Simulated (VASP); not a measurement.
# Hg (Im-3m) in VASP: notebook

Hg is run at these levels: PBE; tasks: single point.

All numbers are computed with VASP 6.6.1; they aren't measurements. Logs are shortened: lines on timing, memory, paths and dates and some standing lists are left out, and cuts for length are marked.

## Step 1: The cell of the first run

It takes space group Im-3m (No. 229, cubic). Conventional cell: a = 3.779 Å, b = 3.779 Å, c = 3.779 Å, α = 90.00°, β = 90.00°, γ = 90.00°. Within 4.3 Å of Hg (site symmetry m-3m) lie 14 Hg at 3.27 to 3.78 Å.

## Step 2: Single point, PBE

File INCAR:

```
SYSTEM = Hg
PREC = Accurate
ENCUT = 500
EDIFF = 1E-6
ISMEAR = 0
SIGMA = 0.05
LREAL = .False.
LASPH = .True.
NELM = 120
ALGO = Normal
ISIF = 2
LWAVE = .False.
LCHARG = .True.
GGA = PE
LELF = .True.
LVHAR = .True.
NBANDS = 12
GGA_COMPAT = .False.
```

File KPOINTS:

```
regular mesh
0
Gamma
  8 8 8
  0 0 0
```

File POSCAR:

```
Hg
1.0
   -1.8896293421      1.8896293421      1.8896293421
    1.8896293421     -1.8896293421      1.8896293421
    1.8896293421      1.8896293421     -1.8896293421
Hg
1
Direct
    0.0000000000      0.0000000000      0.0000000000
```

Potentials or basis: VASP PAW PBE potentials, release 64 (Hg).

Run with:

```sh
cat potpaw_PBE.64/Hg/POTCAR > POTCAR
mpirun -np 1 vasp_std > vasp.out
```

OUTCAR:

```text
SYSTEM = Hg
   PREC = Accurate
   ENCUT = 500
   EDIFF = 1E-6
   ISMEAR = 0
   LREAL = .False.
   LASPH = .True.
   NELM = 120
   ISIF = 2
   GGA = PE

 ion  position               nearest neighbor table
   1  0.000  0.000  0.000-

  LATTYP: Found a body centered cubic cell.
 ALAT       =     3.7792586842

  Lattice vectors:

 A1 = (  -1.8896293421,   1.8896293421,   1.8896293421)
 A2 = (   1.8896293421,  -1.8896293421,   1.8896293421)
 A3 = (   1.8896293421,   1.8896293421,  -1.8896293421)

Analysis of symmetry for initial positions (statically):
=====================================================================
 Subroutine PRICEL returns:
 Original cell was already a primitive cell.

 Routine SETGRP: Setting up the symmetry group for a
 body centered cubic supercell.

 Subroutine GETGRP returns: Found 48 space group operations
 (whereof 48 operations were pure point group operations)
 out of a pool of 48 trial point group operations.

The static configuration has the point symmetry O_h .

Analysis of symmetry for dynamics (positions and initial velocities):
=====================================================================
 Subroutine PRICEL returns:
 Original cell was already a primitive cell.

 Routine SETGRP: Setting up the symmetry group for a
 body centered cubic supercell.

 Subroutine GETGRP returns: Found 48 space group operations
 (whereof 48 operations were pure point group operations)
 out of a pool of 48 trial point group operations.

The dynamic configuration has the point symmetry O_h .

 Subroutine INISYM returns: Found 48 space group operations
 (whereof 48 operations are pure point group operations),
 and found     1 'primitive' translations

----------------------------------------------------------------------------------------

                                     Primitive cell

  volume of cell :      26.9892

  direct lattice vectors                    reciprocal lattice vectors
    -1.889629342  1.889629342  1.889629342     0.000000000  0.264602157  0.264602157
     1.889629342 -1.889629342  1.889629342     0.264602157  0.000000000  0.264602157
     1.889629342  1.889629342 -1.889629342     0.264602157  0.264602157  0.000000000

  length of vectors
     3.272934028  3.272934028  3.272934028     0.374203959  0.374203959  0.374203959

  position of ions in fractional coordinates (direct lattice)
     0.000000000  0.000000000  0.000000000

  ion indices of the primitive-cell ions
   primitive index   ion index
                 1           1

----------------------------------------------------------------------------------------

 KPOINTS: regular mesh

Automatic generation of k-mesh.
 Grid dimensions read from file:
 generate k-points for:    8    8    8

 Generating k-lattice:

  Cartesian coordinates                     Fractional coordinates (reciprocal lattice)
     0.000000000  0.033075270  0.033075270     0.125000000  0.000000000  0.000000000
     0.033075270  0.000000000  0.033075270     0.000000000  0.125000000  0.000000000
     0.033075270  0.033075270  0.000000000     0.000000000  0.000000000  0.125000000

  Length of vectors
     0.046775495  0.046775495  0.046775495

  Shift w.r.t. Gamma in fractional coordinates (k-lattice)
     0.000000000  0.000000000  0.000000000

 Subroutine IBZKPT returns following result:
 ===========================================

 Found     29 irreducible k-points:

 Following reciprocal coordinates:
            Coordinates               Weight
  0.000000  0.000000  0.000000      1.000000
  0.125000  0.000000  0.000000     12.000000
  0.250000  0.000000  0.000000     12.000000
  0.375000  0.000000  0.000000     12.000000
  0.500000  0.000000  0.000000      6.000000
  0.125000  0.125000  0.000000     24.000000
[... 16 lines left out ...]
 -0.250000  0.250000  0.250000      6.000000
 -0.375000  0.375000  0.250000     24.000000
 [... further k-points ...]
   k-points           NKPTS =     29   k-points in BZ     NKDIM =     29   number of bands    NBANDS=     12
   number of dos      NEDOS =    301   number of ions     NIONS =      1
   total plane-waves  NPLWV =  13824
   dimension x,y,z NGX =    24 NGY =   24 NGZ =   24
   dimension x,y,z NGXF=    48 NGYF=   48 NGZF=   48
   ions per type =               1
   NGX,Y,Z   is equivalent  to a cutoff of  12.19, 12.19, 12.19 a.u.
   NGXF,Y,Z  is equivalent  to a cutoff of  24.38, 24.38, 24.38 a.u.
 SYSTEM =  Hg
   PREC   = accura    normal or accurate (medium, high low for compatibility)
   ISTART =      0    job   : 0-new  1-cont  2-samecut
   ICHARG =      2    charge: 1-file 2-atom 10-const
   ISPIN  =      1    spin polarized calculation?
   LNONCOLLINEAR =      F non collinear calculations
   LSORBIT =      F    spin-orbit coupling
   LASPH  =      T    aspherical Exc in radial PAW
   ENCUT  =  500.0 eV  36.75 Ry    6.06 a.u.   5.97  5.97  5.97*2*pi/ulx,y,z
   NELM   =    120;   NELMIN=  2; NELMDL= -5     # of ELM steps
   EDIFF  = 0.1E-05   stopping-criterion for ELM
   LREAL  =      F    real-space projection
   EDIFFG = 0.1E-04   stopping-criterion for IOM
   NSW    =      0    number of steps for IOM
   IBRION =     -1    ionic relax: 0-MD 1-quasi-New 2-CG
   NFREE  =      0    steps in history (QN), initial steepest desc. (CG)
   ISIF   =      2    stress and relaxation
   ISYM   =      2    0-nonsym 1-usesym 2-fastsym
   POTIM  = 0.5000    time-step for ionic-motion
   TEBEG  =    0.0;   TEEND  =   0.0 temperature during run
   PSTRESS=    0.0 pullay stress
   NELECT =      12.0000    total number of electrons
   NUPDOWN=      -1.0000    fix difference up-down
   EMIN   =  10.00;   EMAX   =-10.00  energy-range for DOS
   EFERMI =   0.00;   METHOD = LEGACY
   ISMEAR =     0;   SIGMA  =   0.05  broadening in eV -4-tet -1-fermi 0-gaus
   EFERMI_NEDOS =   21; number of points for ismear=-14 and -15
   IALGO  =     38    algorithm
   IMIX   =      4    mixing-type and parameters
     AMIX     =   0.40;   BMIX     =  1.00
     AMIX_MAG =   1.60;   BMIX_MAG =  1.00
  volume/ion in A,a.u.               =      26.99       182.13
  Fermi-wavevector in a.u.,A,eV,Ry     =   1.249507  2.361225 21.242331  1.561267
  Thomas-Fermi vector in A             =   2.383544
   LORBIT       =      0    0 simple, 1 ext, 2 COOP (PROOUT), +10 PAW based schemes
   GGA     = PE    functional components
   LHFCALC =     F    Hartree Fock is set to
   AEXX    =    0.0000 exact exchange contribution
   IVDW    =     0    specifies the selected vdW correction
   LEPSILON=     F    determine dielectric tensor
   LRPA    =     F    only Hartree local field effects (RPA)
 non-spin polarized calculation
 Gauss-broadening in eV      SIGMA  =   0.05
  energy-cutoff  :      500.00
  volume of cell :       26.99
 maximum number of plane-waves:       703
   NGX = 11   NGY = 11   NGZ = 11

 number of electron      11.9999996 magnetization

 Free energy of the ion-electron system (eV)
  ---------------------------------------------------
  ext. energy  EPLUGINS =         0.00000000
  ---------------------------------------------------
  free energy    TOTEN  =        -0.18110807 eV

  energy without entropy =       -0.18046139  energy(sigma->0) =       -0.18078473

 E-fermi :   1.5076     XC(G=0): -10.1273

 val. band max:        1.5001556912   @ k =   0.5000   0.5000   0.1250
 cond. band min:       2.1947536129   @ k =   0.3750   0.1250   0.1250
 fundamental gap:      0.6945979217
 Fermi energy:         1.5075954585

 k-point     1 :       0.0000    0.0000    0.0000
  band No.  band energies     occupation
      1      -6.2491      2.00000
      2      -4.9438      2.00000
      3      -4.9438      2.00000
      4      -4.9438      2.00000
      5      -4.2549      2.00000
      6      -4.2549      2.00000
      7      16.2997      0.00000
      8      16.2997      0.00000
      9      16.2997      0.00000
     10      16.5035      0.00000
     11      16.5035      0.00000
     12      16.5035      0.00000

 k-point     2 :       0.1250    0.0000    0.0000
  band No.  band energies     occupation
      1      -5.8893      2.00000
      2      -4.9958      2.00000
      3      -4.9041      2.00000
      4      -4.7899      2.00000
      5      -4.3043      2.00000
      6      -4.2526      2.00000
      7      12.9230      0.00000
      8      14.9785      0.00000
      9      14.9857      0.00000
     10      16.0276      0.00000
     11      16.4338      0.00000
     12      16.9214      0.00000

 k-point     3 :       0.2500    0.0000    0.0000
  band No.  band energies     occupation
      1      -5.3968      2.00000
      2      -5.1190      2.00000
      3      -4.3937      2.00000
      4      -4.3612      2.00000
      5      -4.2454      2.00000
      6      -4.2445      2.00000
      7       8.3179      0.00000
      8      12.8229      0.00000
      9      13.1449      0.00000
     10      15.4987      0.00000
     11      16.3057      0.00000
     12      18.2846      0.00000

 k-point     4 :       0.3750    0.0000    0.0000
  band No.  band energies     occupation
      1      -5.4756      2.00000
      2      -5.2390      2.00000
      3      -4.3311      2.00000
      4      -4.2326      2.00000
      5      -3.9545      2.00000
      6      -2.2810      2.00000
      7       4.1489      0.00000
      8      11.1461      0.00000
      9      11.9077      0.00000
     10      15.2595      0.00000
     11      16.2129      0.00000
     12      20.3420      0.00000

 k-point     5 :       0.5000    0.0000    0.0000
  band No.  band energies     occupation
      1      -5.5469      2.00000
      2      -5.2878      2.00000
      3      -4.3079      2.00000
      4      -4.2265      2.00000
      5      -3.7570      2.00000
      6       0.2260      2.00000
      7       0.9214      2.00000
      8      10.5152      0.00000
      9      11.4770      0.00000
     10      15.2065      0.00000
     11      16.1812      0.00000
     12      21.1598      0.00000
[... 228 lines left out ...]
      1      -5.0751      2.00000
      2      -4.9186      2.00000
      3      -4.9186      2.00000
      4      -4.0909      2.00000
      5      -4.0909      2.00000
      6       1.1160      2.00000
      7       3.9846      0.00000
      8       3.9846      0.00000
      9      12.9520      0.00000
     10      15.6986      0.00000
     11      15.6986      0.00000
     12      17.0716      0.00000

 k-point    22 :       0.2500    0.2500    0.2500
  band No.  band energies     occupation
      1      -4.9065      2.00000
      2      -4.9065      2.00000
      3      -4.9065      2.00000
      4      -4.2161      2.00000
      5      -4.2161      2.00000
      6       0.7734      2.00000
      7       5.0879      0.00000
      8       5.0879      0.00000
      9       5.0879      0.00000
     10      24.0770      0.00000
     11      24.0771      0.00000
     12      24.0784      0.00000

 k-point    23 :      -0.2500    0.2500    0.2500
  band No.  band energies     occupation
      1      -4.8597      2.00000
      2      -4.8004      2.00000
      3      -4.6267      2.00000
      4      -4.6267      2.00000
      5      -4.4221      2.00000
      6      -2.7530      2.00000
      7       8.7846      0.00000
      8       9.6383      0.00000
      9       9.6383      0.00000
     10      12.4897      0.00000
     11      20.3322      0.00000
     12      20.3324      0.00000

 k-point    24 :      -0.3750    0.3750    0.2500
  band No.  band energies     occupation
      1      -5.1036      2.00000
      2      -4.9180      2.00000
      3      -4.6278      2.00000
      4      -4.4256      2.00000
      5      -4.0288      2.00000
      6      -0.9101      2.00000
      7       5.5228      0.00000
      8       8.1790      0.00000
      9       9.5036      0.00000
     10      12.9178      0.00000
     11      17.6232      0.00000
     12      20.3644      0.00000

 [... further k-points ...]
[... 5 lines left out ...]
  --------------------------------------------------------------------------------------
  -------------------------------------------------------------------------------------
  Total        0.2308773      0.2308773      0.2308773      0.0000000      0.0000000     -0.0000000
  in kB       13.7057256     13.7057256     13.7057256      0.0000000      0.0000000     -0.0000000
  external PRESSURE =      13.7057256 kB  Pullay stress =       0.0000000 kB

 VOLUME and BASIS-vectors are now :
 -----------------------------------------------------------------------------
  energy-cutoff  :      500.00
  volume of cell :       26.99
      direct lattice vectors                 reciprocal lattice vectors
    -1.889629342  1.889629342  1.889629342     0.000000000  0.264602157  0.264602157
     1.889629342 -1.889629342  1.889629342     0.264602157  0.000000000  0.264602157
     1.889629342  1.889629342 -1.889629342     0.264602157  0.264602157  0.000000000

 POSITION                                       TOTAL-FORCE (eV/Angst)
 -----------------------------------------------------------------------------------
      0.00000      0.00000      0.00000         0.000000     -0.000000     -0.000000
 -----------------------------------------------------------------------------------
    total drift:                                0.000000      0.000000     -0.000000

  FREE ENERGIE OF THE ION-ELECTRON SYSTEM (eV)
  ---------------------------------------------------
  free  energy   TOTEN  =        -0.1811080717 eV

  energy  without entropy=       -0.1804613893  energy(sigma->0) =       -0.18078473
```

It took 18 s on 1 thread of AMD EPYC 7R13, shared host; peak memory 0.11 GiB.

Results:

| Quantity | Value |
| --- | --- |
| Free energy | -0.1811 eV |
| Pressure | 1.4 GPa |
| Band gap on the k mesh | zero (band 6 reaches 4.04 eV, above the bottom of band 7 at 0.92 eV) |

Caveat: spin-orbit coupling is left out, which moves the levels of the heavy elements.

## Step 3: Single point, PBE

This run uses another cell than the first one, of 28.70 Å³/atom, 1.063 times its volume.

INCAR: that of step 2 with these lines changed.

```diff
@@ -12,6 +12,4 @@
 LWAVE = .False.
-LCHARG = .True.
+LCHARG = .False.
 GGA = PE
-LELF = .True.
-LVHAR = .True.
 NBANDS = 12
```

File KPOINTS:

```
Automatic mesh
0
Gamma
  8 8 8
  0 0 0
```

File POSCAR:

```
Hg
1.0
   -1.9287681918      1.9287681918      1.9287681918
    1.9287681918     -1.9287681918      1.9287681918
    1.9287681918      1.9287681918     -1.9287681918
Hg
1
Direct
    0.0000000000      0.0000000000      0.0000000000
```

Potentials or basis: VASP PAW PBE potentials, release 64 (Hg).

Run with:

```sh
cat potpaw_PBE.64/Hg/POTCAR > POTCAR
mpirun -np 1 vasp_std > vasp.out
```

It took 17 s on 1 thread of AMD EPYC 7R13, shared host; peak memory 0.11 GiB.

It converged, with:

- Free energy: -0.1891 eV
- Pressure: 0.1 GPa
- Band gap on the k mesh: zero (band 6 reaches 3.23 eV, above the bottom of band 7 at 0.74 eV)

Levels at points of the mesh, in eV from the Fermi level:
| k point | band 3 | band 4 | band 5 | band 6 | band 7 | band 8 | band 9 | band 10 |
| --- | --- | --- | --- | --- | --- | --- | --- | --- |
| (0.00, 0.00, 0.00) | -6.47 | -6.47 | -5.86 | -5.86 | 13.88 | 13.88 | 13.88 | 14.61 |
| (0.50, 0.00, 0.00) | -5.91 | -5.84 | -5.42 | -1.57 | -0.54 | 8.51 | 9.57 | 12.96 |
| (0.50, 0.50, 0.50) | -5.53 | -5.53 | -5.53 | 1.96 | 3.85 | 3.85 | 3.85 | 9.23 |

Caveat: spin-orbit coupling is left out, which moves the levels of the heavy elements.
